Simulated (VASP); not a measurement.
Crystal: PbO.

```
Pb O
1.0
     3.97440    0.00000    0.00000
     0.00000    3.97440    0.00000
     0.00000    0.00000    5.02200
Pb O
2 2
Direct
  0.00000 0.50000 0.23510
  0.50000 0.00000 0.76490
  0.00000 0.00000 0.00000
  0.50000 0.50000 0.00000
```

```yaml
Program: VASP 6.6.1
Task: relaxation of cell and atoms
Functional: PBE
Potentials_or_basis: VASP PAW PBE potentials, release 64 (Pb_d, O)
Cutoff: 600 eV
k_mesh: 4 × 4 × 4
Occupations: gaussian, width 0.1 eV
Spin: no spin polarisation
```

At the start: pressure 4.9 GPa; volume 19.83 Å³/atom.

Q: Where does the relaxation end?

A: Over 11 steps the energy falls by 24.2 meV/atom and the volume is 22.60 Å³/atom (+13.9 %); space group P4/nmm (No. 129, to 0.05 Å).

Step by step:
```csv
step,energy change (eV),largest force (eV/Å),pressure (GPa),volume (Å³)
1,0.0000,0.4894,4.93,79.33
2,-0.0193,0.9204,-2.92,86.54
3,-0.0620,0.3229,0.29,83.13
4,-0.0705,0.2231,0.20,83.88
5,-0.0772,0.0493,0.06,85.30
6,-0.0772,0.0347,0.07,85.41
7,-0.0806,0.0221,0.10,85.80
8,-0.0883,0.0219,0.26,86.94
9,-0.0945,0.1221,0.72,89.15
10,-0.0965,0.0244,0.27,89.96
11,-0.0969,0.0276,0.05,90.39
```

Final structure:
```
CELL_PARAMETERS angstrom
4.05302 0.00000 0.00000
0.00000 4.05302 0.00000
0.00000 0.00000 5.50231
ATOMIC_POSITIONS crystal
Pb 0.00000 0.50000 0.21705
Pb 0.50000 0.00000 0.78295
O 0.00000 0.00000 0.00000
O 0.50000 0.50000 0.00000
```

Caveat: the volume moved by +14 % from the deposited cell, more than functionals usually miss.
